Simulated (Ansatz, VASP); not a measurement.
**One calculation of Ge, two programs**

```xyz
1
Lattice="1.3971 -2.6005 0.0000 1.3971 2.6005 0.0000 0.0000 0.0000 2.6982" Properties=species:S:1:pos:R:3 pbc="T T T"
Ge    1.3971    0.0000    0.0000
```

Alike in both runs: functional LDA; k mesh 6 × 6 × 6; occupations fermi-dirac, width 0.05 eV; no spin polarisation.

```csv
,VASP,Ansatz
version,VASP 6.6.1,Ansatz 0.2.0
potentials or method,"VASP PAW LDA potentials, release 64 (Ge_d)",Ansatz PAW
plane-wave cutoff (eV),520,420
valence electrons in the cell,14,14
task,single point,projected density of states
```

|  | VASP | Ansatz | Ansatz less VASP |
| --- | --- | --- | --- |
| gap on the k mesh at the Fermi level (eV) | none | none | - |
| pressure (GPa) | -5.8 | -5.7 | +0.02 |
| traceless stress, the component that is largest in VASP (GPa) | 6.82 | 6.84 | +0.019 |

LDA's correlation is that of Perdew and Zunger in VASP and of Perdew and Wang (1992) in Ansatz. A gap of «none» marks a metal or a gap that the smearing closes.

The k mesh is coarse, so the values compare programs but aren't converged.
